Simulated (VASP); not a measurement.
Runs of VASP 6.6.1 on Sr. The structure is that of space group P6_3/mmc (No. 194), or close to it. The cells are those of the table. This isn't the form of Sr at room conditions, which is fcc.

```tsv
level	potentials or basis	cell	k mesh	cutoff (eV)	smearing	gap on the mesh (eV)	pressure (GPa)	largest force (eV/Å)
PBE	VASP PAW PBE potentials, release 64 (Sr_sv)	a = 4.310, b = 4.310, c = 7.050 Å, angles 90.0, 90.0, 120.0°, 2 atoms	6 × 6 × 2	500	gaussian 0.1 eV	none	-0.2	-
PBE	VASP PAW PBE potentials, release 64 (Sr_sv)	a = 4.310, b = 4.310, c = 7.050 Å, angles 90.0, 90.0, 120.0°, 2 atoms	6 × 6 × 2	520	fermi-dirac 0.25852 eV	none	-0.3	-
revPBE	VASP PAW PBE potentials, release 64 (Sr_sv)	a = 4.310, b = 4.310, c = 7.050 Å, angles 90.0, 90.0, 120.0°, 2 atoms	2 × 4 × 3	500	gaussian 0.1 eV	none	(a)	0.03
PBE+D4	VASP PAW PBE potentials, release 64 (Sr_sv)	a = 4.310, b = 4.310, c = 7.050 Å, angles 90.0, 90.0, 120.0°, 2 atoms	6 × 6 × 2	520	gaussian 0.1 eV	none	-0.5	-
PBE	VASP PAW PBE potentials, release 64 (Sr_sv)	a = 4.310, b = 4.310, c = 7.050 Å, angles 90.0, 90.0, 120.0°, 2 atoms	3 × 6 × 1	520	gaussian 0.1 eV	none	0.0	0.01
PBE	VASP PAW PBE potentials, release 64 (Sr_sv)	a = 4.310, b = 4.310, c = 7.050 Å, angles 90.0, 90.0, 120.0°, 2 atoms	3 × 3 × 1	500	fermi-dirac 0.1 eV	none	-0.3	-
PBE+D3(BJ)	VASP PAW PBE potentials, release 64 (Sr_sv)	a = 4.310, b = 4.310, c = 7.050 Å, angles 90.0, 90.0, 120.0°, 2 atoms	6 × 6 × 2	520	fermi-dirac 0.25852 eV	none	-0.8	-
LDA	VASP PAW LDA potentials, release 64 (Sr_sv)	a = 4.212, b = 4.212, c = 6.889 Å, angles 90.0, 90.0, 120.0°, 2 atoms	3 × 3 × 2	500	gaussian 0.1 eV	none	-1.0	-
PBE	VASP PAW PBE potentials, release 64 (Sr_sv)	a = 4.310, b = 4.310, c = 7.050 Å, angles 90.0, 90.0, 120.0°, 2 atoms	3 × 3 × 2	500	gaussian 0.1 eV	none	-0.2	-
PBEsol	VASP PAW PBE potentials, release 64 (Sr_sv)	a = 4.310, b = 4.310, c = 7.050 Å, angles 90.0, 90.0, 120.0°, 2 atoms	6 × 6 × 2	520	gaussian 0.1 eV	none	-0.8	-
PBE	VASP PAW PBE potentials, release 64 (Sr_sv)	a = 4.310, b = 4.310, c = 7.050 Å, angles 90.0, 90.0, 120.0°, 2 atoms	3 × 3 × 1	500	methfessel-paxton 0.023 eV	none	0.0	-
PBEsol	VASP PAW PBE potentials, release 64 (Sr_sv)	a = 4.310, b = 4.310, c = 7.050 Å, angles 90.0, 90.0, 120.0°, 2 atoms	6 × 6 × 2	500	gaussian 0.1 eV	none	-0.8	-
```

Alike in all rows: task single point; no spin polarisation.

**Question.** Fill in the values left out.

**Answer.** (a) -0.1.

Caveats: all runs use coarse meshes; the PAW data sets were made with another functional, which shifts forces and pressure a little (at least some runs).

A k mesh can miss the band edges, and the runs leave out spin-orbit coupling on Sr.

A gap of «none» marks levels without a gap at the run's occupations.
